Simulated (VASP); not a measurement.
Input of a VASP 6.6.1 run:

File INCAR:

```
SYSTEM = Ti5Al15H
PREC     = Accurate       ! precision mode
ENCUT    = 520            ! plane-wave cutoff, eV
EDIFF    = 1E-6           ! SCF threshold, eV
ISMEAR   = 0              ! smearing method
SIGMA    = 0.1            ! smearing width, eV
LREAL    = Auto         
LASPH    = .TRUE.         ! aspherical terms in the spheres
NELM     = 100            ! most SCF steps
ALGO     = Normal         ! electronic algorithm
ISIF     = 2              ! what is computed and relaxed
LWAVE    = .FALSE.        ! write WAVECAR
LCHARG   = .FALSE.        ! write CHGCAR
GGA      = PE             ! functional
NBANDS   = 69             ! bands
```

KPOINTS

```
Automatic mesh
0
Gamma
  4 4 4
  0.5 0.5 0.5
```

The input POSCAR:

```
Ti5Al15H
1.0
   -5.7680202880     -1.9226734293      4.3114047964
   -1.9226734293      5.7680202880     -4.3114047964
    1.9226734293     -5.7680202880     -4.3114047964
Ti Al H
5 15 1
Direct
    0.8007682306      0.1999761236      0.5999438916
    0.4064281994      0.6033585062      0.8021208618
    0.5991712802      0.3986378351      0.1990844974
    0.2003497287      0.7998967022      0.4000348805
    0.9940439551      0.9953154393      0.9980167301
    0.3965513271      0.0945763649      0.2953692266
    0.0037876427      0.4988464926      0.4984502735
    0.1999674485      0.3003477144      0.9007556060
    0.8041890403      0.7039821774      0.1168916800
    0.5968992875      0.9098142436      0.7000486152
    0.7000324545      0.0552137448      0.1550894684
    0.3010761428      0.4493769662      0.3494355529
    0.4997866956      0.2510494881      0.7499042522
    0.0993967551      0.6479762455      0.9486188254
    0.9004881295      0.8503852949      0.5530247597
    0.4997229823      0.7499052178      0.2504341765
    0.1004249068      0.1501609397      0.4509935674
    0.2998573711      0.9500238718      0.8499649658
    0.9006504035      0.3505767537      0.0505631418
    0.6997965330      0.5323554347      0.6321657286
    0.7046749486      0.7451066694      0.8590071357
```

Potentials or basis: VASP PAW PBE potentials, release 64 (Ti_sv, Al, H).

Launch:

```sh
$ cat potpaw_PBE.64/Ti_sv/POTCAR potpaw_PBE.64/Al/POTCAR potpaw_PBE.64/H/POTCAR > POTCAR
$ mpirun -np 1 vasp_std > vasp.out
```

**Question.** Predict the largest force.

**Answer.** 0.015 eV/Å.

**Question.** Estimate the band gap on the k mesh.

**Answer.** Zero (bands 53 and 54 overlap by 0.30 eV).

Stress tensor (GPa, compression positive):
```
 0.05 -0.01  0.00
-0.01  0.65  0.05
 0.00  0.05  1.10
```
